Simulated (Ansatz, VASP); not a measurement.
## Os: VASP beside Ansatz

File INCAR:

```
SYSTEM = Os
PREC = Accurate
ENCUT = 520
EDIFF = 1E-6
ISMEAR = -1
SIGMA = 0.1
LREAL = .FALSE.
LASPH = .TRUE.
NELM = 80
ALGO = Normal
ISIF = 2
LWAVE = .FALSE.
LCHARG = .FALSE.
GGA = B5
ALDAX = 1.0
AGGAX = 1.0
AGGAC = 1.0
ALDAC = 0.0
NBANDS = 15
```

Contents of KPOINTS:

```
regular mesh
0
G
  11 11 11
  0 0 0
```

POSCAR

```
Os
1.0
    0.0000000000      2.8527781776      2.8527781776
    2.8527781776      0.0000000000      2.8527781776
    2.8527781776      2.8527781776      0.0000000000
Os
2
Direct
    0.1250000000      0.1250000000      0.1250000000
    0.8750000000      0.8750000000      0.8750000000
```

Input for Ansatz:

```yaml
crystal:
  lattice:
    - [0.0, 2.8527781776, 2.8527781776]
    - [2.8527781776, 0.0, 2.8527781776]
    - [2.8527781776, 2.8527781776, 0.0]
  atoms:
    - { symbol: Os, position: [0.125, 0.125, 0.125] }
    - { symbol: Os, position: [0.875, 0.875, 0.875] }
hamiltonian:
  xc: blyp
  pseudopotentials:
    kind: paw
    azcp:
      Os: "pseudopotentials/Os.paw.azcp"
basis:
  ecutwfc: 420
  fft_grid_basis: typed
kpoints:
  mp_grid: { grid: [11, 11, 11], shift: [0, 0, 0] }
magnetization:
  spin_polarized: false
scf:
  occupations: { method: fermi_dirac, width: 0.1 }
  lower_state_search: "off"
output:
  stress: true
  write_density: true
  write_potential: true
  elf: true
  volumetric_format: npy
```

Alike in both runs: task single point; functional BLYP; k mesh 11 × 11 × 11; occupations fermi-dirac, width 0.1 eV; no spin polarisation.

|  | VASP | Ansatz |
| --- | --- | --- |
| version | VASP 6.6.1 | Ansatz 0.2.0 |
| potentials or method | VASP PAW PBE potentials, release 64 (Os), cutoff 520 eV | plane waves (420 eV) with PAW, scalar-relativistic |
| valence electrons in the cell | 16 | 32 |

Ansatz gave:

* pressure (GPa): -6.5

Q: Which values does VASP return?

A: Pressure (GPa): -6.1.

VASP's potentials were made for PBE, not for BLYP. VASP's potentials hold 16 valence electrons a cell and Ansatz's 32, so a difference there can come from the potentials and not from the codes.

Spin-orbit coupling is off throughout.
